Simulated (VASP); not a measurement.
Input of a VASP 6.6.1 run:

Contents of INCAR:

```
ALGO     = Normal         # electronic algorithm
EDIFF    = 1E-7           # SCF threshold, eV
ENCUT    = 520            # plane-wave cutoff, eV
GGA      = PE             # functional
ISIF     = 2              # what is computed and relaxed
ISMEAR   = 0              # smearing method
LASPH    = T              # aspherical terms in the spheres
LCHARG   = T              # write CHGCAR
LELF     = T              # ELF
LREAL    = F              # projectors in reciprocal space
LVHAR    = T            
LWAVE    = F              # write WAVECAR
NBANDS   = 15             # bands
NELM     = 100            # most SCF steps
PREC     = Accurate       # precision mode
SIGMA    = 0.05           # smearing width, eV
```

KPOINTS

```
k-points
0
Gamma
  12 12 12
```

Contents of POSCAR:

```
SrO
1.0
    0.0000000000      2.5895992327      2.5895992327
    2.5895992327      0.0000000000      2.5895992327
    2.5895992327      2.5895992327      0.0000000000
Sr O
1 1
Direct
    0.5000000000      0.5000000000      0.5000000000
    0.0000000000      0.0000000000      0.0000000000
```

Potentials or basis: VASP PAW PBE potentials, release 64 (Sr_sv, O).

The run is started by

```sh
$ cat potpaw_PBE.64/Sr_sv/POTCAR potpaw_PBE.64/O/POTCAR > POTCAR
$ mpirun -np 1 vasp_std > vasp.out
```

Question: Estimate the band gap on the k mesh.

Answer: 3.28 eV, indirect (least direct gap 3.38 eV).

Question: Estimate the pressure.

Answer: 1.3 GPa.

A k mesh can miss the band edges.
